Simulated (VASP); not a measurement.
Set up this calculation in VASP 6.6.1, as the native input.

| Item | Value |
| --- | --- |
| Task | single point |
| Functional | r2SCAN |
| Potentials or basis | VASP PAW PBE potentials, release 64 (Zn, Cu) |
| Cutoff | 520 eV |
| k mesh | 11 × 11 × 7 |
| Occupations | fermi-dirac, width 0.1 eV |
| Spin | no spin polarisation |
| Dipole correction | no |
| Further INCAR settings | ALGO = Normal; EDIFF = 1e-06; NBANDS = 18 |

The system is ZnCu.

```
Zn Cu
1.0
     1.48804   -2.12128    0.00000
     1.48804    2.12128    0.00000
     0.00000    0.00000    4.14075
Zn Cu
1 1
Direct
  0.50000 0.50000 0.50000
  0.00000 0.00000 0.00000
```

One way to write it, as run:

POSCAR

```
ZnCu
1.0
    1.4880400000     -2.1212800000      0.0000000000
    1.4880400000      2.1212800000      0.0000000000
    0.0000000000      0.0000000000      4.1407500000
Zn Cu
1 1
Direct
    0.5000000000      0.5000000000      0.5000000000
    0.0000000000      0.0000000000      0.0000000000
```

INCAR.step1

```
PREC = Accurate ; ENCUT = 520
ISMEAR = -1 ; SIGMA = 0.1
LREAL = False ; LASPH = True
NELM = 100 ; NBANDS = 18
GGA = PE ; ALGO = Normal
EDIFF = 1E-4 ; LWAVE = True
LCHARG = False
```

INCAR.step2

```
PREC = Accurate ; ENCUT = 520
EDIFF = 1E-6 ; ISMEAR = -1
SIGMA = 0.1 ; LREAL = False
LASPH = True ; NELM = 100
ALGO = Normal ; ISIF = 2
LWAVE = False ; LCHARG = False
METAGGA = R2SCAN ; LMIXTAU = True
NBANDS = 18 ; ISTART = 1
```

KPOINTS

```
Automatic mesh
0
Gamma
  11 11 7
```

Potentials or basis: VASP PAW PBE potentials, release 64 (Zn, Cu).

Command:

```sh
$ cat potpaw_PBE.64/Zn/POTCAR potpaw_PBE.64/Cu/POTCAR > POTCAR
$ cp INCAR.step1 INCAR
$ mpirun -np 1 vasp_std > vasp.out
$ cp INCAR.step2 INCAR
$ mpirun -np 1 vasp_std > vasp.out
```

It gave:

- Pressure: -4.7 GPa
- Band gap on the k mesh: zero (an odd number of electrons rules out a gap without spin polarisation)

Caveat: the cell stands under tension; the PAW data sets were made with another functional, which shifts forces and pressure a little.

Run time: 4.4 min on 1 thread of Intel Xeon 8259CL, on a shared host, peak memory 0.2 GiB.
